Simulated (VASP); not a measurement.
# Zr (P6_3/mmc) in VASP: a series of runs

Runs on Zr. Level: PBE. Tasks: single point.

All numbers are computed with VASP 6.6.1; they aren't measurements. Logs are shortened: lines on timing, memory, paths and dates and some standing lists are left out, and cuts for length are marked.

### Step 1. The cell of the first run

Symmetry: P6_3/mmc, No. 194, hexagonal system. The conventional cell has a = 2.621 Å, b = 2.621 Å, c = 4.716 Å, α = 90.00°, β = 90.00°, γ = 120.00°. Zr (site symmetry -6m2) has 12 Zr at 2.62 to 2.80 Å within 3.5 Å.

### Step 2. Single point, PBE (14.03 Å³/atom)

Contents of INCAR:

```
SYSTEM = Zr
PREC = Accurate
ENCUT = 520
EDIFF = 1E-7
ISMEAR = -1
SIGMA = 0.05
LREAL = .FALSE.
LASPH = .TRUE.
NELM = 100
ALGO = Normal
ISIF = 2
LWAVE = .FALSE.
LCHARG = .FALSE.
GGA = PE
NBANDS = 19
```

Contents of KPOINTS:

```
Automatic mesh
0
G
  15 15 8
  0 0 0
```

Contents of POSCAR:

```
Zr
1.0
    2.6213278157      0.0000000000      0.0000000000
   -1.3106639079      2.2701364801      0.0000000000
    0.0000000000      0.0000000000      4.7157278453
Zr
2
Direct
    0.3333333333      0.6666666667      0.2500000000
    0.6666666667      0.3333333333      0.7500000000
```

Potentials or basis: VASP PAW PBE potentials, release 64 (Zr_sv).

The run is started by

```
> cat potpaw_PBE.64/Zr_sv/POTCAR > POTCAR
> mpirun -np 1 vasp_std > vasp.out
```

OUTCAR:

```text
SYSTEM = Zr
   PREC = Accurate
   ENCUT = 520
   EDIFF = 1E-7
   ISMEAR = -1
   LREAL = .FALSE.
   LASPH = .TRUE.
   NELM = 100
   ISIF = 2
   GGA = PE

 ion  position               nearest neighbor table
   1  0.333  0.667  0.250-   2 2.80   2 2.80   2 2.80   2 2.80   2 2.80   2 2.80   2 3.84   2 3.84
                             2 3.84   2 3.84   2 3.84   2 3.84
   2  0.667  0.333  0.750-   1 2.80   1 2.80   1 2.80   1 2.80   1 2.80   1 2.80   1 3.84   1 3.84
                             1 3.84   1 3.84   1 3.84   1 3.84

  LATTYP: Found a hexagonal cell.
 ALAT       =     2.6213278157
 C/A-ratio  =     1.7989843991

  Lattice vectors:

 A1 = (   2.6213278157,   0.0000000000,   0.0000000000)
 A2 = (  -1.3106639079,   2.2701364801,   0.0000000000)
 A3 = (   0.0000000000,   0.0000000000,   4.7157278453)

Analysis of symmetry for initial positions (statically):
=====================================================================
 Subroutine PRICEL returns:
 Original cell was already a primitive cell.

 Routine SETGRP: Setting up the symmetry group for a
 hexagonal supercell.

 Subroutine GETGRP returns: Found 24 space group operations
 (whereof 12 operations were pure point group operations)
 out of a pool of 24 trial point group operations.

The static configuration has the point symmetry D_3d.
 The point group associated with its full space group is D_6h.

Analysis of symmetry for dynamics (positions and initial velocities):
=====================================================================
 Subroutine PRICEL returns:
 Original cell was already a primitive cell.

 Routine SETGRP: Setting up the symmetry group for a
 hexagonal supercell.

 Subroutine GETGRP returns: Found 24 space group operations
 (whereof 12 operations were pure point group operations)
 out of a pool of 24 trial point group operations.

The dynamic configuration has the point symmetry D_3d.
 The point group associated with its full space group is D_6h.

 Subroutine INISYM returns: Found 24 space group operations
 (whereof 12 operations are pure point group operations),
 and found     1 'primitive' translations

----------------------------------------------------------------------------------------

                                     Primitive cell

  volume of cell :      28.0622

  direct lattice vectors                    reciprocal lattice vectors
     2.621327816  0.000000000  0.000000000     0.381486052  0.220251075  0.000000000
    -1.310663908  2.270136480  0.000000000     0.000000000  0.440502150  0.000000000
     0.000000000  0.000000000  4.715727845     0.000000000  0.000000000  0.212056343

  length of vectors
     2.621327816  2.621327816  4.715727845     0.440502150  0.440502150  0.212056343
[... 83 lines left out ...]
   EDIFFG = 0.1E-05   stopping-criterion for IOM
   NSW    =      0    number of steps for IOM
   IBRION =     -1    ionic relax: 0-MD 1-quasi-New 2-CG
   NFREE  =      0    steps in history (QN), initial steepest desc. (CG)
   ISIF   =      2    stress and relaxation
   ISYM   =      2    0-nonsym 1-usesym 2-fastsym
   POTIM  = 0.5000    time-step for ionic-motion
   TEBEG  =    0.0;   TEEND  =   0.0 temperature during run
   PSTRESS=    0.0 pullay stress
   NELECT =      24.0000    total number of electrons
   NUPDOWN=      -1.0000    fix difference up-down
   EMIN   =  10.00;   EMAX   =-10.00  energy-range for DOS
   EFERMI =   0.00;   METHOD = LEGACY
   ISMEAR =    -1;   SIGMA  =   0.05  broadening in eV -4-tet -1-fermi 0-gaus
   EFERMI_NEDOS =   21; number of points for ismear=-14 and -15
   IALGO  =     38    algorithm
   IMIX   =      4    mixing-type and parameters
     AMIX     =   0.40;   BMIX     =  1.00
     AMIX_MAG =   1.60;   BMIX_MAG =  1.00
  volume/ion in A,a.u.               =      14.03        94.69
  Fermi-wavevector in a.u.,A,eV,Ry     =   1.553953  2.936546 32.854942  2.414770
  Thomas-Fermi vector in A             =   2.658109
   LORBIT       =      0    0 simple, 1 ext, 2 COOP (PROOUT), +10 PAW based schemes
   GGA     = PE    functional components
   LHFCALC =     F    Hartree Fock is set to
   AEXX    =    0.0000 exact exchange contribution
   IVDW    =     0    specifies the selected vdW correction
   LEPSILON=     F    determine dielectric tensor
   LRPA    =     F    only Hartree local field effects (RPA)
 non-spin polarized calculation
  energy-cutoff  :      520.00
  volume of cell :       28.06
 maximum number of plane-waves:       777
 NGX is ok and might be reduce to    20
   NGX =  9   NGY =  9   NGZ = 17

 number of electron      24.0000000 magnetization

 Free energy of the ion-electron system (eV)
  ---------------------------------------------------
  ext. energy  EPLUGINS =         0.00000000
  ---------------------------------------------------
  free energy    TOTEN  =       -12.81988148 eV

  energy without entropy =      -12.81253243  energy(sigma->0) =      -12.81620695

 E-fermi :  15.7480     XC(G=0): -13.6140

 val. band max:       15.7360088723   @ k =   0.3333   0.3333   0.0000
 cond. band min:      15.7990064701   @ k =   0.4000   0.2000   0.0000
 fundamental gap:      0.0629975978
 Fermi energy:        15.7479650759

 k-point     1 :       0.0000    0.0000    0.0000
  band No.  band energies     occupation
      1     -32.9398      2.00000
      2     -32.2667      2.00000
      3     -12.4711      2.00000
      4      -9.0398      2.00000
      5      -8.7052      2.00000
      6      -8.7052      2.00000
[... 505 lines left out ...]
      6     -10.4022      2.00000
[... 11 lines left out ...]
     18      23.2600      0.00000
     19      27.8475      0.00000

 [... further k-points ...]

------------------------ aborting loop because EDIFF is reached ----------------------------------------

  FORCE on cell =-STRESS in cart. coord.  units (eV):
  Direction    XX          YY          ZZ          XY          YZ          ZX
  --------------------------------------------------------------------------------------
  -------------------------------------------------------------------------------------
  Total       18.2464666     18.2464666     18.2323574     -0.0000000      0.0000000      0.0000000
  in kB     1041.7591450   1041.7591450   1040.9535966     -0.0000000      0.0000000      0.0000000
  external PRESSURE =    1041.4906288 kB  Pullay stress =       0.0000000 kB

 VOLUME and BASIS-vectors are now :
 -----------------------------------------------------------------------------
  energy-cutoff  :      520.00
  volume of cell :       28.06
      direct lattice vectors                 reciprocal lattice vectors
     2.621327816  0.000000000  0.000000000     0.381486052  0.220251075  0.000000000
    -1.310663908  2.270136480  0.000000000     0.000000000  0.440502150  0.000000000
     0.000000000  0.000000000  4.715727845     0.000000000  0.000000000  0.212056343

 POSITION                                       TOTAL-FORCE (eV/Angst)
 -----------------------------------------------------------------------------------
     -0.00000      1.51342      1.17893         0.000000     -0.000000      0.000000
      1.31066      0.75671      3.53680        -0.000000      0.000000      0.000000
 -----------------------------------------------------------------------------------
    total drift:                                0.000000     -0.000000      0.000000

  FREE ENERGIE OF THE ION-ELECTRON SYSTEM (eV)
  ---------------------------------------------------
  free  energy   TOTEN  =       -12.8198814793 eV

  energy  without entropy=      -12.8125324303  energy(sigma->0) =      -12.81620695
```

Run time: 98 s. Hardware: 1 thread of Intel Xeon 8259CL, shared host; peak memory 0.19 GiB.

What came out:

```yaml
Free_energy: -12.8199 eV
Pressure: 104.1 GPa
Band_gap_on_the_k_mesh: zero (bands 12 and 13 overlap by 1.60 eV)
```

Stress tensor (GPa, compression positive):
```
104.18   0.00   0.00
  0.00 104.18   0.00
  0.00   0.00 104.10
```

Caveat: the cell stands under pressure.

### Step 3. Single point, PBE (15.90 Å³/atom)

This run uses another cell than the first one, of 15.90 Å³/atom.

Contents of INCAR:

```
PREC     = Accurate       # precision mode
ENCUT    = 520            # plane-wave cutoff, eV
EDIFF    = 1E-6           # SCF threshold, eV
ISMEAR   = -1             # smearing method
SIGMA    = 0.05           # smearing width, eV
LREAL    = F              # projectors in reciprocal space
LASPH    = T              # aspherical terms in the spheres
NELM     = 100            # most SCF steps
ALGO     = Normal         # electronic algorithm
ISIF     = 2              # what is computed and relaxed
LWAVE    = F              # write WAVECAR
LCHARG   = F              # write CHGCAR
GGA      = PE             # functional
NBANDS   = 19             # bands
```

Contents of KPOINTS:

```
regular mesh
0
Gamma
  15 15 8
```

Contents of POSCAR:

```
Zr
1.0
    2.7505333549      0.0000000000      0.0000000000
   -1.3752666775      2.3820317593      0.0000000000
    0.0000000000      0.0000000000      4.8541728356
Zr
2
Direct
    0.3333333333      0.6666666667      0.2500000000
    0.6666666667      0.3333333333      0.7500000000
```

Potentials or basis: VASP PAW PBE potentials, release 64 (Zr_sv).

The run is started by

```
> cat potpaw_PBE.64/Zr_sv/POTCAR > POTCAR
> mpirun -np 1 vasp_std > vasp.out
```

Run time: 72 s. Hardware: 1 thread of Intel Xeon 8259CL, shared host; peak memory 0.19 GiB.

It converged, with:

```yaml
Free_energy: -14.7438 eV
Pressure: 63.6 GPa
Band_gap_on_the_k_mesh: zero (bands 12 and 13 overlap by 1.48 eV)
```

Stress tensor (GPa, compression positive):
```
63.63  0.00  0.00
 0.00 63.63  0.00
 0.00  0.00 63.54
```

Levels at points of the mesh, in eV from the Fermi level:
| k point | band 8 | band 9 | band 10 | band 11 | band 12 | band 13 | band 14 | band 15 | band 16 | band 17 |
| --- | --- | --- | --- | --- | --- | --- | --- | --- | --- | --- |
| (0.00, 0.00, 0.00) | -24.73 | -5.65 | -3.74 | -0.11 | 1.14 | 1.14 | 1.93 | 1.93 | 2.61 | 4.06 |
| (0.00, 0.00, 0.50) | -24.85 | -3.72 | -3.72 | -0.33 | -0.33 | 1.21 | 1.21 | 1.21 | 1.21 | 6.06 |

Caveat: the cell stands under pressure.
